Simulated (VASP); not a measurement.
# ZnO (P6_3mc) in VASP: notebook

ZnO is run at these levels: r2SCAN; tasks: single point.

All numbers are computed with VASP 6.6.1; they aren't measurements. Logs are shortened: lines on timing, memory, paths and dates and some standing lists are left out, and cuts for length are marked.

## Step 1: The cell of the first run

The structure is hexagonal, space group P6_3mc (No. 186). The conventional cell has a = 3.041 Å, b = 3.041 Å, c = 5.400 Å, α = 90.00°, β = 90.00°, γ = 120.00°. Zn (site symmetry 3m) has 4 O at 1.91 to 1.94 Å within 2.5 Å. O (site symmetry 3m) has 4 Zn at 1.91 to 1.94 Å within 2.5 Å.

## Step 2: Single point, r2SCAN (biaxial strain in the a-b plane: -6.0 %)

POSCAR reads:

```
ZnO
1.0
    3.0407770624      0.0000000000      0.0000000000
   -1.5203885312      2.6333901833      0.0000000000
    0.0000000000      0.0000000000      5.3999547536
Zn O
2 2
Direct
    0.6666666667      0.3333333333      0.5104583913
    0.3333333333      0.6666666667      0.0104583913
    0.6666666667      0.3333333333      0.8698516087
    0.3333333333      0.6666666667      0.3698516087
```

INCAR.step1 reads:

```
SYSTEM = ZnO
  ALGO = Normal
  EDIFF = 1E-4
  ENCUT = 520
  GGA = PE
  ISMEAR = 0
  LASPH = .True.
  LCHARG = .False.
  LREAL = .False.
  LWAVE = .True.
  NBANDS = 26
  NELM = 100
  PREC = Accurate
  SIGMA = 0.02
```

INCAR.step2 reads:

```
SYSTEM = ZnO
  ALGO = Normal
  EDIFF = 1E-7
  ENCUT = 520
  ISIF = 2
  ISMEAR = 0
  ISTART = 1
  LASPH = .True.
  LCHARG = .True.
  LELF = .True.
  LMIXTAU = .True.
  LREAL = .False.
  LVHAR = .True.
  LWAVE = .False.
  METAGGA = R2SCAN
  NBANDS = 26
  NELM = 100
  PREC = Accurate
  SIGMA = 0.02
```

KPOINTS reads:

```
k-points
0
Gamma
  12 12 6
  0 0 0
```

Potentials or basis: VASP PAW PBE potentials, release 64 (Zn, O).

Command:

```console
> cat potpaw_PBE.64/Zn/POTCAR potpaw_PBE.64/O/POTCAR > POTCAR
> cp INCAR.step1 INCAR
> mpirun -np 1 vasp_std > vasp.out
> cp INCAR.step2 INCAR
> mpirun -np 1 vasp_std > vasp.out
```

OUTCAR:

```text
SYSTEM = ZnO
   EDIFF = 1E-7
   ENCUT = 520
   ISIF = 2
   ISMEAR = 0
   ISTART = 1
   LASPH = .True.
   LREAL = .False.
   METAGGA = R2SCAN
   NELM = 100
   PREC = Accurate

 ion  position               nearest neighbor table
   1  0.667  0.333  0.510-   4 1.91   4 1.91   4 1.91   3 1.94
   2  0.333  0.667  0.010-   3 1.91   3 1.91   3 1.91   4 1.94
   3  0.667  0.333  0.870-   2 1.91   2 1.91   2 1.91   1 1.94
   4  0.333  0.667  0.370-   1 1.91   1 1.91   1 1.91   2 1.94

  LATTYP: Found a hexagonal cell.
 ALAT       =     3.0407770624
 C/A-ratio  =     1.7758469769

  Lattice vectors:

 A1 = (   3.0407770624,   0.0000000000,   0.0000000000)
 A2 = (  -1.5203885312,   2.6333901833,   0.0000000000)
 A3 = (   0.0000000000,   0.0000000000,   5.3999547536)

Analysis of symmetry for initial positions (statically):
=====================================================================
 Subroutine PRICEL returns:
 Original cell was already a primitive cell.

 Routine SETGRP: Setting up the symmetry group for a
 hexagonal supercell.

 Subroutine GETGRP returns: Found 12 space group operations
 (whereof  6 operations were pure point group operations)
 out of a pool of 24 trial point group operations.

The static configuration has the point symmetry C_3v.
 The point group associated with its full space group is C_6v.

Analysis of symmetry for dynamics (positions and initial velocities):
=====================================================================
 Subroutine PRICEL returns:
 Original cell was already a primitive cell.

 Routine SETGRP: Setting up the symmetry group for a
 hexagonal supercell.

 Subroutine GETGRP returns: Found 12 space group operations
 (whereof  6 operations were pure point group operations)
 out of a pool of 24 trial point group operations.

The dynamic configuration has the point symmetry C_3v.
 The point group associated with its full space group is C_6v.

 Subroutine INISYM returns: Found 12 space group operations
 (whereof  6 operations are pure point group operations),
 and found     1 'primitive' translations

----------------------------------------------------------------------------------------

                                     Primitive cell

[... 90 lines left out ...]
   LSORBIT =      F    spin-orbit coupling
   LASPH  =      T    aspherical Exc in radial PAW
   ENCUT  =  520.0 eV  38.22 Ry    6.18 a.u.   5.65  5.65 10.04*2*pi/ulx,y,z
   NELM   =    100;   NELMIN=  2; NELMDL=  0     # of ELM steps
   EDIFF  = 0.1E-06   stopping-criterion for ELM
   LREAL  =      F    real-space projection
   EDIFFG = 0.1E-05   stopping-criterion for IOM
   NSW    =      0    number of steps for IOM
   IBRION =     -1    ionic relax: 0-MD 1-quasi-New 2-CG
   NFREE  =      0    steps in history (QN), initial steepest desc. (CG)
   ISIF   =      2    stress and relaxation
   ISYM   =      2    0-nonsym 1-usesym 2-fastsym
   POTIM  = 0.5000    time-step for ionic-motion
   TEBEG  =    0.0;   TEEND  =   0.0 temperature during run
   PSTRESS=    0.0 pullay stress
   NELECT =      36.0000    total number of electrons
   NUPDOWN=      -1.0000    fix difference up-down
   EMIN   =  10.00;   EMAX   =-10.00  energy-range for DOS
   EFERMI =   0.00;   METHOD = LEGACY
   ISMEAR =     0;   SIGMA  =   0.02  broadening in eV -4-tet -1-fermi 0-gaus
   EFERMI_NEDOS =   21; number of points for ismear=-14 and -15
   IALGO  =     38    algorithm
   IMIX   =      4    mixing-type and parameters
     AMIX     =   0.40;   BMIX     =  1.00
     AMIX_MAG =   1.60;   BMIX_MAG =  1.00
  volume/ion in A,a.u.               =      10.81        72.95
  Fermi-wavevector in a.u.,A,eV,Ry     =   1.540089  2.910345 32.271288  2.371873
  Thomas-Fermi vector in A             =   2.646225
   LORBIT       =      0    0 simple, 1 ext, 2 COOP (PROOUT), +10 PAW based schemes
   METAGGA = R2SCAN    functional components
   LHFCALC =     F    Hartree Fock is set to
   AEXX    =    0.0000 exact exchange contribution
   IVDW    =     0    specifies the selected vdW correction
   LEPSILON=     F    determine dielectric tensor
   LRPA    =     F    only Hartree local field effects (RPA)
 non-spin polarized calculation
 Gauss-broadening in eV      SIGMA  =   0.02
  energy-cutoff  :      520.00
  volume of cell :       43.24
 maximum number of plane-waves:      1184
 NGX is ok and might be reduce to    24
   NGX = 11   NGY = 11   NGZ = 21

 number of electron      36.0000047 magnetization

 Free energy of the ion-electron system (eV)
  ---------------------------------------------------
  ext. energy  EPLUGINS =         0.00000000
  ---------------------------------------------------
  free energy    TOTEN  =       -36.00488202 eV

  energy without entropy =      -36.00488202  energy(sigma->0) =      -36.00488202

 E-fermi :   2.0076     XC(G=0): -12.2482

 val. band max:        1.8125115599   @ k =   0.0000   0.0000   0.0000
 cond. band min:       2.9913474969   @ k =   0.0000   0.0000   0.0000
 fundamental gap:      1.1788359369
 Fermi energy:         2.0075910282

 k-point     1 :       0.0000    0.0000    0.0000
  band No.  band energies     occupation
      1     -18.1167      2.00000
      2     -17.4188      2.00000
      3      -5.0863      2.00000
      4      -4.7825      2.00000
      5      -4.4887      2.00000
      6      -4.4886      2.00000
[... 685 lines left out ...]
     25      16.6141      0.00000
     26      17.7698      0.00000

 [... further k-points ...]

------------------------ aborting loop because EDIFF is reached ----------------------------------------

  FORCE on cell =-STRESS in cart. coord.  units (eV):
  Direction    XX          YY          ZZ          XY          YZ          ZX
  --------------------------------------------------------------------------------------
  -------------------------------------------------------------------------------------
  Total        5.8147822      5.8147822      1.6686007      0.0000000      0.0000000      0.0000000
  in kB      215.4537820    215.4537820     61.8262772      0.0000000      0.0000000      0.0000000
  external PRESSURE =     164.2446137 kB  Pullay stress =       0.0000000 kB

 VOLUME and BASIS-vectors are now :
 -----------------------------------------------------------------------------
  energy-cutoff  :      520.00
  volume of cell :       43.24
      direct lattice vectors                 reciprocal lattice vectors
     3.040777062  0.000000000  0.000000000     0.328863307  0.189869319  0.000000000
    -1.520388531  2.633390183  0.000000000     0.000000000  0.379738637  0.000000000
     0.000000000  0.000000000  5.399954754     0.000000000  0.000000000  0.185186737

 POSITION                                       TOTAL-FORCE (eV/Angst)
 -----------------------------------------------------------------------------------
      1.52039      0.87780      2.75645         0.000000     -0.000000      0.360701
     -0.00000      1.75559      0.05647        -0.000000      0.000000      0.360701
      1.52039      0.87780      4.69716        -0.000000      0.000000     -0.360701
     -0.00000      1.75559      1.99718        -0.000000      0.000000     -0.360701
 -----------------------------------------------------------------------------------
    total drift:                                0.000000      0.000001     -0.046295

  FREE ENERGIE OF THE ION-ELECTRON SYSTEM (eV)
  ---------------------------------------------------
  free  energy   TOTEN  =       -36.0048820221 eV

  energy  without entropy=      -36.0048820221  energy(sigma->0) =      -36.00488202
```

OSZICAR.step1:

```text
N       E                     dE             d eps       ncg     rms          rms(c)
DAV:   1     0.296644244340E+03    0.29664E+03   -0.18205E+04  4056   0.209E+03
DAV:   2     0.102036555688E+02   -0.28644E+03   -0.26819E+03  4098   0.417E+02
DAV:   3    -0.201129982280E+02   -0.30317E+02   -0.29927E+02  4358   0.139E+02
DAV:   4    -0.206613300724E+02   -0.54833E+00   -0.54733E+00  4452   0.189E+01
DAV:   5    -0.206639546813E+02   -0.26246E-02   -0.26244E-02  4410   0.136E+00    0.170E+01
DAV:   6    -0.171650839434E+02    0.34989E+01   -0.64827E+00  6230   0.606E+01    0.108E+01
DAV:   7    -0.173897680994E+02   -0.22468E+00   -0.30414E+00  4038   0.167E+01    0.623E+00
DAV:   8    -0.173978083993E+02   -0.80403E-02   -0.47212E-01  5928   0.747E+00    0.166E+00
DAV:   9    -0.173477085687E+02    0.50100E-01   -0.10294E-01  5982   0.649E+00    0.291E-01
DAV:  10    -0.173504415612E+02   -0.27330E-02   -0.37642E-02  4042   0.132E+00    0.139E-01
DAV:  11    -0.173504050518E+02    0.36509E-04   -0.57297E-04  4438   0.304E-01
   1 F= -.17350405E+02 E0= -.17350405E+02  d E =-.131082E-18
```

Wall time 3.4 min (1 thread of Intel Xeon Platinum 8488C (Sapphire Rapids), shared host); peak memory 0.21 GiB.

What came out:

* Free energy: -36.0049 eV
* Pressure: 16.4 GPa
* Largest force: 0.361 eV/Å
* Band gap on the k mesh: 1.18 eV

Forces in eV/Å, atoms in the order of the input:
```
Zn   0.000  0.000  0.361
Zn   0.000  0.000  0.361
O    0.000  0.000 -0.361
O    0.000  0.000 -0.361
```

Stress tensor (GPa, compression positive):
```
21.55  0.00  0.00
 0.00 21.55  0.00
 0.00  0.00  6.18
```

Caveat: the cell differs from its parent crystal (biaxial strain in the a-b plane: -6.0 %); the stress differs along the axes, from 6 to 22 GPa; the PAW data sets were made with another functional, which shifts forces and pressure a little.

## Step 3: Single point, r2SCAN

This run uses another cell than the first one, of 10.87 Å³/atom.

POSCAR reads:

```
ZnO
1.0
    3.1474429033      0.0000000000      0.0000000000
   -1.5737214516      2.7257655113      0.0000000000
    0.0000000000      0.0000000000      5.0661885113
Zn O
2 2
Direct
    0.6666666667      0.3333333333      0.5002877299
    0.3333333333      0.6666666667      0.0002877299
    0.6666666667      0.3333333333      0.8800222701
    0.3333333333      0.6666666667      0.3800222701
```

INCAR.step1 reads:

```
SYSTEM = ZnO
PREC     = Accurate       ! precision mode
ENCUT    = 520            ! plane-wave cutoff, eV
ISMEAR   = 0              ! smearing method
SIGMA    = 0.02           ! smearing width, eV
LREAL    = .False.        ! projectors in reciprocal space
LASPH    = .True.         ! aspherical terms in the spheres
NELM     = 80             ! most SCF steps
NBANDS   = 26             ! bands
GGA      = PE             ! functional
ALGO     = Normal         ! electronic algorithm
EDIFF    = 1E-4           ! SCF threshold, eV
LWAVE    = .True.         ! write WAVECAR
LCHARG   = .False.        ! write CHGCAR
```

INCAR.step2 reads:

```
SYSTEM = ZnO
PREC     = Accurate       ! precision mode
ENCUT    = 520            ! plane-wave cutoff, eV
EDIFF    = 1E-6           ! SCF threshold, eV
ISMEAR   = 0              ! smearing method
SIGMA    = 0.02           ! smearing width, eV
LREAL    = .False.        ! projectors in reciprocal space
LASPH    = .True.         ! aspherical terms in the spheres
NELM     = 80             ! most SCF steps
ALGO     = Normal         ! electronic algorithm
ISIF     = 2              ! what is computed and relaxed
LWAVE    = .False.        ! write WAVECAR
LCHARG   = .False.        ! write CHGCAR
METAGGA  = R2SCAN         ! meta-GGA
LMIXTAU  = .True.       
NBANDS   = 26             ! bands
ISTART   = 1
```

KPOINTS reads:

```
regular mesh
0
Gamma
  12 12 6
  0 0 0
```

Potentials or basis: VASP PAW PBE potentials, release 64 (Zn, O).

Command:

```console
> cat potpaw_PBE.64/Zn/POTCAR potpaw_PBE.64/O/POTCAR > POTCAR
> cp INCAR.step1 INCAR
> mpirun -np 1 vasp_std > vasp.out
> cp INCAR.step2 INCAR
> mpirun -np 1 vasp_std > vasp.out
```

It took 2.9 min on 1 thread of Intel Xeon Platinum 8488C (Sapphire Rapids), shared host; peak memory 0.21 GiB.

The run converged. Its results:

```yaml
Free_energy: -36.1222 eV
Pressure: 16.6 GPa
Largest_force: 0.007 eV/Å
Band_gap_on_the_k_mesh: 1.36 eV
```

Forces on the atoms (eV/Å):
```
Zn   0.000  0.000 -0.007
Zn   0.000  0.000 -0.007
O    0.000  0.000  0.007
O    0.000  0.000  0.007
```

Stress tensor (GPa, compression positive):
```
16.57  0.00  0.00
 0.00 16.57  0.00
 0.00  0.00 16.76
```

Levels at points of the mesh, in eV from the valence-band top:
| k point | band 16 | band 17 | band 18 | band 19 | band 20 | band 21 |
| --- | --- | --- | --- | --- | --- | --- |
| (0.00, 0.00, 0.00) | -0.13 | 0.00 | 0.00 | 1.36 | 6.19 | 9.14 |
| (0.50, 0.00, 0.00) | -2.63 | -1.45 | -0.99 | 6.80 | 7.47 | 8.19 |
| (0.00, 0.00, 0.50) | -0.46 | -0.46 | -0.46 | 4.15 | 4.15 | 11.18 |
| (0.50, 0.00, 0.50) | -1.75 | -1.57 | -1.57 | 6.38 | 6.38 | 9.69 |

Caveat: the cell stands under pressure; the PAW data sets were made with another functional, which shifts forces and pressure a little.

## Step 4: Single point, r2SCAN (biaxial strain in the a-b plane: -6.0 %, then relaxed in part)

POSCAR reads:

```
ZnO
1.0
    3.0407770624      0.0000000000      0.0000000000
   -1.5203885312      2.6333901833      0.0000000000
    0.0000000000      0.0000000000      5.5086383885
Zn O
2 2
Direct
    0.6666666667      0.3333333333      0.5150759457
    0.3333333333      0.6666666667      0.0150759457
    0.6666666667      0.3333333333      0.8652340543
    0.3333333333      0.6666666667      0.3652340543
```

INCAR.step1 reads:

```
ALGO = Normal ; EDIFF = 1E-4
ENCUT = 520 ; GGA = PE
ISMEAR = 0 ; LASPH = True
LCHARG = False ; LREAL = False
LWAVE = True ; NBANDS = 26
NELM = 100 ; PREC = Accurate
SIGMA = 0.02
```

INCAR.step2 reads:

```
ALGO = Normal ; EDIFF = 1E-7
ENCUT = 520 ; ISIF = 2
ISMEAR = 0 ; ISTART = 1
LASPH = True ; LCHARG = False
LMIXTAU = True ; LREAL = False
LWAVE = False ; METAGGA = R2SCAN
NBANDS = 26 ; NELM = 100
PREC = Accurate ; SIGMA = 0.02
```

KPOINTS reads:

```
k-points
0
Gamma
  12 12 6
```

Command:

```console
> cat potpaw_PBE.64/Zn/POTCAR potpaw_PBE.64/O/POTCAR > POTCAR
> cp INCAR.step1 INCAR
> mpirun -np 1 vasp_std > vasp.out
> cp INCAR.step2 INCAR
> mpirun -np 1 vasp_std > vasp.out
```

Run time: 3.7 min. Hardware: 1 thread of Intel Xeon Platinum 8488C (Sapphire Rapids), shared host; peak memory 0.22 GiB.

Results (log left out):

- Free energy: -36.0471 eV
- Pressure: 11.1 GPa
- Largest force: 0.009 eV/Å
- Band gap on the k mesh: 1.12 eV

Forces in eV/Å, atoms in the order of the input:
```
Zn   0.000  0.000  0.009
Zn   0.000  0.000  0.009
O    0.000  0.000 -0.009
O    0.000  0.000 -0.009
```

Stress tensor (GPa, compression positive):
```
15.87  0.00  0.00
 0.00 15.87  0.00
 0.00  0.00  1.45
```

Levels at points of the mesh, in eV from the valence-band top:
| k point | band 16 | band 17 | band 18 | band 19 | band 20 | band 21 |
| --- | --- | --- | --- | --- | --- | --- |
| (0.00, 0.00, 0.00) | -0.36 | 0.00 | 0.00 | 1.12 | 6.68 | 8.14 |
| (0.50, 0.00, 0.00) | -2.26 | -1.83 | -0.69 | 6.66 | 7.24 | 7.49 |
| (0.00, 0.00, 0.50) | -0.43 | -0.43 | -0.43 | 3.94 | 3.94 | 10.61 |
| (0.50, 0.00, 0.50) | -1.99 | -1.43 | -1.43 | 6.00 | 6.00 | 9.54 |

Caveat: the cell differs from its parent crystal (biaxial strain in the a-b plane: -6.0 %, then relaxed in part); the stress differs along the axes, from 1 to 16 GPa; the PAW data sets were made with another functional, which shifts forces and pressure a little.

## Step 5: The runs side by side

```tsv
cell	gap on the mesh (eV)	pressure (GPa)	largest force (eV/Å)
a = 3.041, b = 3.041, c = 5.400 Å, angles 90.0, 90.0, 120.0°, 4 atoms, atomic positions A	1.18	16.4	0.36
a = 3.147, b = 3.147, c = 5.066 Å, angles 90.0, 90.0, 120.0°, 4 atoms, atomic positions B	1.36	16.6	0.01
a = 3.041, b = 3.041, c = 5.509 Å, angles 90.0, 90.0, 120.0°, 4 atoms, atomic positions C	1.12	11.1	0.01
```

Alike in all rows: task single point; level r2SCAN; potentials or basis VASP PAW PBE potentials, release 64 (Zn, O); no spin polarisation; k mesh 12 × 12 × 6; cutoff (eV) 520; smearing gaussian 0.02 eV.

Caveats: the PAW data sets were made with another functional, which shifts forces and pressure a little; the stress differs along the axes, from 6 to 22 GPa (at least some runs); the cell stands under pressure (at least some runs); the stress differs along the axes, from 1 to 16 GPa (at least some runs).

Total energies depend on the potentials used, so only differences within one code and one set of settings carry meaning.
